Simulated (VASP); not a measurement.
# GaSb2 (P6_3/mmc) in VASP: a series of runs, part 2 of 2

VASP 6.6.1.

### Step 4. Single point, PBE

This run uses another cell than the first one, of 27.45 Å³/atom.

INCAR reads:

```
ALGO     = Normal         # electronic algorithm
EDIFF    = 1E-6           # SCF threshold, eV
ENCUT    = 520            # plane-wave cutoff, eV
GGA      = PE             # functional
ISIF     = 2              # what is computed and relaxed
ISMEAR   = 0              # smearing method
LASPH    = True           # aspherical terms in the spheres
LCHARG   = True           # write CHGCAR
LELF     = True           # ELF
LREAL    = False          # projectors in reciprocal space
LVHAR    = True         
LWAVE    = False          # write WAVECAR
NBANDS   = 32             # bands
NELM     = 100            # most SCF steps
PREC     = Accurate       # precision mode
SIGMA    = 0.1            # smearing width, eV
```

KPOINTS reads:

```
k-points
0
Gamma
  6 6 2
```

POSCAR reads:

```
GaSb2
1.0
    4.1587346924      0.0000000000      0.0000000000
   -2.0793673462      3.6015698912      0.0000000000
    0.0000000000      0.0000000000     10.9965644429
Ga Sb
2 4
Direct
    0.3333333333      0.6666666667      0.2500000000
    0.6666666667      0.3333333333      0.7500000000
    0.3333333333      0.6666666667      0.5901436667
    0.6666666667      0.3333333333      0.0901436667
    0.3333333333      0.6666666667      0.9098563333
    0.6666666667      0.3333333333      0.4098563333
```

Potentials or basis: VASP PAW PBE potentials, release 64 (Ga_d, Sb).

Run with:

```bash
$ cat potpaw_PBE.64/Ga_d/POTCAR potpaw_PBE.64/Sb/POTCAR > POTCAR
$ mpirun -np 1 vasp_std > vasp.out
```

OUTCAR:

```text
EDIFF = 1E-6
   ENCUT = 520
   GGA = PE
   ISIF = 2
   ISMEAR = 0
   LASPH = True
   LREAL = False
   NELM = 100
   PREC = Accurate

 ion  position               nearest neighbor table
   1  0.333  0.667  0.250-   4 2.98   6 2.98   4 2.98   6 2.98   4 2.98   6 2.98
   2  0.667  0.333  0.750-   3 2.98   5 2.98   3 2.98   5 2.98   3 2.98   5 2.98
   3  0.333  0.667  0.590-   2 2.98   2 2.98   2 2.98   6 3.11   6 3.11   6 3.11   5 3.52
   4  0.667  0.333  0.090-   1 2.98   1 2.98   1 2.98   5 3.11   5 3.11   5 3.11   6 3.52
   5  0.333  0.667  0.910-   2 2.98   2 2.98   2 2.98   4 3.11   4 3.11   4 3.11   3 3.52
   6  0.667  0.333  0.410-   1 2.98   1 2.98   1 2.98   3 3.11   3 3.11   3 3.11   4 3.52

  LATTYP: Found a hexagonal cell.
 ALAT       =     4.1587346924
 C/A-ratio  =     2.6442091781

  Lattice vectors:

 A1 = (   4.1587346924,   0.0000000000,   0.0000000000)
 A2 = (  -2.0793673462,   3.6015698912,   0.0000000000)
 A3 = (   0.0000000000,   0.0000000000,  10.9965644429)

Analysis of symmetry for initial positions (statically):
=====================================================================
 Subroutine PRICEL returns:
 Original cell was already a primitive cell.

 Routine SETGRP: Setting up the symmetry group for a
 hexagonal supercell.

 Subroutine GETGRP returns: Found 24 space group operations
 (whereof 12 operations were pure point group operations)
 out of a pool of 24 trial point group operations.

The static configuration has the point symmetry D_3d.
 The point group associated with its full space group is D_6h.

Analysis of symmetry for dynamics (positions and initial velocities):
=====================================================================
 Subroutine PRICEL returns:
 Original cell was already a primitive cell.

[... 124 lines left out ...]
     AMIX     =   0.40;   BMIX     =  1.00
     AMIX_MAG =   1.60;   BMIX_MAG =  1.00
  volume/ion in A,a.u.               =      27.45       185.25
  Fermi-wavevector in a.u.,A,eV,Ry     =   1.070099  2.022194 15.580202  1.145113
  Thomas-Fermi vector in A             =   2.205799
   LORBIT       =      0    0 simple, 1 ext, 2 COOP (PROOUT), +10 PAW based schemes
   GGA     = PE    functional components
   LHFCALC =     F    Hartree Fock is set to
   AEXX    =    0.0000 exact exchange contribution
   IVDW    =     0    specifies the selected vdW correction
   LEPSILON=     F    determine dielectric tensor
   LRPA    =     F    only Hartree local field effects (RPA)
 non-spin polarized calculation
 Gauss-broadening in eV      SIGMA  =   0.10
  energy-cutoff  :      520.00
  volume of cell :      164.71
 maximum number of plane-waves:      4468
 NGX is ok and might be reduce to    32
   NGX = 15   NGY = 15   NGZ = 41

 number of electron      45.9999973 magnetization

 Free energy of the ion-electron system (eV)
  ---------------------------------------------------
  ext. energy  EPLUGINS =         0.00000000
  ---------------------------------------------------
  free energy    TOTEN  =       -21.70413888 eV

  energy without entropy =      -21.69463882  energy(sigma->0) =      -21.69938885

 E-fermi :   6.4179     XC(G=0):  -9.7165

 val. band max:        6.2570766967   @ k =   0.1667   0.1667   0.0000
 cond. band min:       6.4728248677   @ k =   0.1667   0.0000   0.0000
 fundamental gap:      0.2157481711
 Fermi energy:         6.4178612946

 k-point     1 :       0.0000    0.0000    0.0000
  band No.  band energies     occupation
      1      -8.5570      2.00000
      2      -8.5569      2.00000
      3      -8.5569      2.00000
      4      -8.5562      2.00000
      5      -8.5562      2.00000
      6      -8.5540      2.00000
[... 479 lines left out ...]
     31      11.8053      0.00000
     32      11.8053      0.00000

------------------------ aborting loop because EDIFF is reached ----------------------------------------

  FORCE on cell =-STRESS in cart. coord.  units (eV):
  Direction    XX          YY          ZZ          XY          YZ          ZX
  --------------------------------------------------------------------------------------
  -------------------------------------------------------------------------------------
  Total       -0.0272247     -0.0272247      0.0536653      0.0000000      0.0000000      0.0000000
  in kB       -0.2648276     -0.2648276      0.5220286      0.0000000      0.0000000      0.0000000
  external PRESSURE =      -0.0025422 kB  Pullay stress =       0.0000000 kB

 VOLUME and BASIS-vectors are now :
 -----------------------------------------------------------------------------
  energy-cutoff  :      520.00
  volume of cell :      164.71
      direct lattice vectors                 reciprocal lattice vectors
     4.158734692  0.000000000  0.000000000     0.240457753  0.138828348  0.000000000
    -2.079367346  3.601569891  0.000000000     0.000000000  0.277656697  0.000000000
     0.000000000  0.000000000 10.996564443     0.000000000  0.000000000  0.090937493

 POSITION                                       TOTAL-FORCE (eV/Angst)
 -----------------------------------------------------------------------------------
     -0.00000      2.40105      2.74914        -0.000000     -0.000000     -0.000000
      2.07937      1.20052      8.24742        -0.000000      0.000000     -0.000000
     -0.00000      2.40105      6.48955         0.000000      0.000000      0.006374
      2.07937      1.20052      0.99127         0.000000     -0.000000      0.006374
     -0.00000      2.40105     10.00529         0.000000      0.000000     -0.006374
      2.07937      1.20052      4.50701         0.000000     -0.000000     -0.006374
 -----------------------------------------------------------------------------------
    total drift:                                0.000000     -0.000000      0.000000

  FREE ENERGIE OF THE ION-ELECTRON SYSTEM (eV)
  ---------------------------------------------------
  free  energy   TOTEN  =       -21.7041388792 eV

  energy  without entropy=      -21.6946388236  energy(sigma->0) =      -21.69938885
```

OSZICAR:

```text
N       E                     dE             d eps       ncg     rms          rms(c)
DAV:   1     0.321210990950E+03    0.32121E+03   -0.19124E+04   896   0.160E+03
DAV:   2     0.164630456490E+02   -0.30475E+03   -0.29308E+03   992   0.413E+02
DAV:   3    -0.202261881808E+02   -0.36689E+02   -0.35067E+02  1096   0.115E+02
DAV:   4    -0.216993280743E+02   -0.14731E+01   -0.14601E+01  1048   0.240E+01
DAV:   5    -0.217502458087E+02   -0.50918E-01   -0.50891E-01  1224   0.421E+00    0.417E+00
DAV:   6    -0.217141390908E+02    0.36107E-01   -0.81195E-02  1168   0.258E+00    0.234E+00
DAV:   7    -0.217037705796E+02    0.10369E-01   -0.51321E-02  1120   0.149E+00    0.211E-01
DAV:   8    -0.217040175705E+02   -0.24699E-03   -0.10105E-02  1008   0.794E-01    0.122E-01
DAV:   9    -0.217040711626E+02   -0.53592E-04   -0.45999E-04  1320   0.131E-01    0.687E-02
DAV:  10    -0.217041348842E+02   -0.63722E-04   -0.93470E-05  1000   0.571E-02    0.868E-03
DAV:  11    -0.217041379919E+02   -0.31077E-05   -0.78583E-06  1136   0.203E-02    0.396E-03
DAV:  12    -0.217041390175E+02   -0.10256E-05   -0.15521E-06   728   0.601E-03    0.144E-03
DAV:  13    -0.217041388792E+02    0.13830E-06   -0.22371E-07   688   0.309E-03
   1 F= -.21704139E+02 E0= -.21699389E+02  d E =-.950006E-02
```

Run time: 2.3 min. Hardware: 1 thread of Intel Xeon 8259CL, shared host; peak memory 0.31 GiB.

What came out:

```yaml
Free_energy: -21.7041 eV
Pressure: 0.0 GPa
Largest_force: 0.006 eV/Å
Band_gap_on_the_k_mesh: zero (bands 23 and 24 overlap by 2.00 eV)
```

Forces in eV/Å, atoms in the order of the input:
```
Ga   0.000  0.000  0.000
Ga   0.000  0.000  0.000
Sb   0.000  0.000  0.006
Sb   0.000  0.000  0.006
Sb   0.000  0.000 -0.006
Sb   0.000  0.000 -0.006
```

Stress tensor (GPa, compression positive):
```
-0.03  0.00  0.00
 0.00 -0.03  0.00
 0.00  0.00  0.05
```

Caveat: spin-orbit coupling is left out, which moves the levels of the heavy elements.

### Step 5. Summary

| cell | gap on the mesh (eV) | pressure (GPa) | largest force (eV/Å) |
| --- | --- | --- | --- |
| a = 4.071, b = 4.071, c = 11.235 Å, angles 90.0, 90.0, 120.0°, 6 atoms, atomic positions A | none | 0.3 | 0.05 |
| a = 4.160, b = 4.160, c = 11.000 Å, angles 90.0, 90.0, 120.0°, 6 atoms, atomic positions B | none | 0.0 | - |
| a = 4.159, b = 4.159, c = 10.997 Å, angles 90.0, 90.0, 120.0°, 6 atoms, atomic positions B | none | 0.0 | 0.01 |

Alike in all rows: task single point; level PBE; potentials or basis VASP PAW PBE potentials, release 64 (Ga_d, Sb); no spin polarisation; k mesh 6 × 6 × 2; cutoff (eV) 520; smearing gaussian 0.1 eV.

Caveats: spin-orbit coupling is left out, which moves the levels of the heavy elements.

Total energies depend on the potentials used, so only differences within one code and one set of settings carry meaning.
